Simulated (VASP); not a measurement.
Input of a VASP 6.6.1 run:

INCAR

```
SYSTEM = K
ALGO = Normal
EDIFF = 1E-6
EDIFFG = -0.03
ENCUT = 600
GGA = PS
IBRION = 2
ISIF = 3
ISMEAR = 0
LASPH = .TRUE.
LCHARG = .FALSE.
LREAL = .FALSE.
LWAVE = .FALSE.
NELM = 100
NSW = 60
PREC = Accurate
SIGMA = 0.05
```

KPOINTS

```
k-points
0
G
  5 5 3
  0 0 0
```

POSCAR

```
K
1.0
    4.6500000000      0.0000000000      0.0000000000
   -2.3250000000      4.0270181276      0.0000000000
    0.0000000000      0.0000000000      7.5934500000
K
2
Direct
    0.3333333333      0.6666666667      0.2500000000
    0.6666666667      0.3333333333      0.7500000000
```

Potentials or basis: VASP PAW PBE potentials, release 64 (K_sv).

Run with:

```sh
$ cat potpaw_PBE.64/K_sv/POTCAR > POTCAR
$ mpirun -np 1 vasp_std > vasp.out
```

Task: Estimate the band gap on the k mesh.

Result: Zero (band 9 reaches 0.57 eV, above the bottom of band 10 at -1.03 eV).

Final structure:
```cif
data_structure
_symmetry_space_group_name_H-M 'P 1'
_symmetry_Int_Tables_number 1
_cell_length_a 4.6500
_cell_length_b 4.6500
_cell_length_c 7.5934
_cell_angle_alpha 90.000
_cell_angle_beta 90.000
_cell_angle_gamma 120.000
_cell_volume 142.19
loop_
_atom_site_label
_atom_site_type_symbol
_atom_site_fract_x
_atom_site_fract_y
_atom_site_fract_z
_atom_site_occupancy
K1 K 0.33333 0.66667 0.25000 1
K2 K 0.66667 0.33333 0.75000 1
```

Caveat: the relaxation stopped at its first step, so nothing moved.
